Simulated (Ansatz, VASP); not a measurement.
# One calculation of SnTe, two programs

INCAR

```
ALGO = Normal
EDIFF = 1E-6
ENCUT = 520
GGA = PS
ISIF = 2
ISMEAR = 0
LASPH = True
LCHARG = True
LELF = True
LREAL = False
LVHAR = True
LWAVE = False
NBANDS = 17
NELM = 80
PREC = Accurate
SIGMA = 0.03
```

File KPOINTS:

```
k-points
0
Gamma
  10 10 10
```

The input POSCAR:

```
SnTe
1.0
    0.0000000000      3.1722825000      3.1565000000
    3.1565000000      0.0000000000      3.1565000000
    3.1565000000      3.1722825000      0.0000000000
Sn Te
1 1
Direct
    0.0000000000      0.0000000000      0.0000000000
    0.5000000000      0.5000000000      0.5000000000
```

Input for Ansatz:

```yaml
crystal:
  lattice:
    - [0.0, 3.1722825, 3.1565]
    - [3.1565, 0.0, 3.1565]
    - [3.1565, 3.1722825, 0.0]
  atoms:
    - { symbol: Sn, position: [0.0, 0.0, 0.0] }
    - { symbol: Te, position: [0.5, 0.5, 0.5] }
basis:
  ecutwfc: 420
kpoints:
  mp_grid: { grid: [10, 10, 10] }
hamiltonian:
  xc: pbesol
scf:
  occupations: { method: gaussian, width: 0.03 }
output:
  forces: true
  stress: true
  eigenvalues: true
```

Change from the starting cell: strain +0.0050 x Voigt [0, 1, 0, 0, 0, 0], atoms carried along.

Alike in both runs: task single point; functional PBEsol; k mesh 10 × 10 × 10; occupations gaussian, width 0.03 eV; no spin polarisation.

|  | VASP | Ansatz |
| --- | --- | --- |
| version | VASP 6.6.1 | Ansatz 0.2.0 |
| potentials or method | VASP PAW PBE potentials, release 64 (Sn_d, Te), cutoff 520 eV | scalar-relativistic, plane waves, PAW |
| valence electrons in the cell | 20 | 30 |

|  | VASP | Ansatz | Ansatz less VASP |
| --- | --- | --- | --- |
| gap on the k mesh at the Fermi level (eV) | 0.11 | 0.11 | -0.001 |
| least direct gap on the mesh (eV) | 0.11 | 0.11 | -0.001 |
| pressure (GPa) | -0.8 | -0.8 | +0.02 |
| traceless stress, the component that is largest in VASP (GPa) | -0.41 | -0.41 | +0.001 |

VASP's potentials were made for PBE, not for PBEsol. VASP's potentials hold 20 valence electrons a cell and Ansatz's 30, so a difference there can come from the potentials and not from the codes.

Neither program's run includes spin-orbit coupling.
